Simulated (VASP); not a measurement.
## Ru: single point with PBE-based screened hybrid with 25 % exact exchange

The system is Ru.

```
CELL_PARAMETERS angstrom
2.75887 0.00000 0.00000
-1.37943 2.38925 0.00000
0.00000 0.00000 4.36588
ATOMIC_POSITIONS crystal
Ru 0.66667 0.33333 0.75000
Ru 0.33333 0.66667 0.25000
```

```yaml
Program: VASP 6.6.1
Task: single point
Functional: PBE-based screened hybrid with 25 % exact exchange
Potentials_or_basis: VASP PAW PBE potentials, release 64 (Ru_pv)
Cutoff: 520 eV
k_mesh: 6 × 6 × 3
Occupations: fermi-dirac, width 0.05 eV
Spin: no spin polarisation
Dipole_correction: no
Grid_for_exact_exchange_PRECFOCK: Normal
Share_of_exact_exchange: 0.25
Further_INCAR_settings: ALGO = Normal; EDIFF = 1e-06; NBANDS = 21
Screening_parameter: 0.3 1/Å
```

* Pressure: -23.5 GPa
* Band gap on the k mesh: zero (bands 14 and 15 overlap by 3.31 eV)

Stress tensor (GPa, compression positive):
```
-21.25   0.00   0.00
  0.00 -21.25   0.00
  0.00   0.00 -27.94
```

Levels at points of the mesh, in eV from the Fermi level:
| k point | band 10 | band 11 | band 12 | band 13 | band 14 | band 15 | band 16 | band 17 | band 18 | band 19 |
| --- | --- | --- | --- | --- | --- | --- | --- | --- | --- | --- |
| (0.00, 0.00, 0.00) | -2.70 | -2.46 | -2.05 | -2.05 | -1.57 | -1.57 | 1.25 | 1.25 | 1.39 | 10.68 |
| (0.50, 0.00, 0.00) | -3.24 | -2.22 | -1.79 | -1.54 | 1.55 | 1.94 | 1.97 | 4.29 | 6.42 | 11.54 |

Run time: 20 min on 1 thread of AMD EPYC 7R13 Processor (Zen 3), with other jobs on the host, peak memory 0.23 GiB.

Caveat: the k points lie up to 0.48 Å⁻¹ apart, too coarse for converged energies and pressures of a metal; the PAW data sets were made with another functional, which shifts forces and pressure a little.
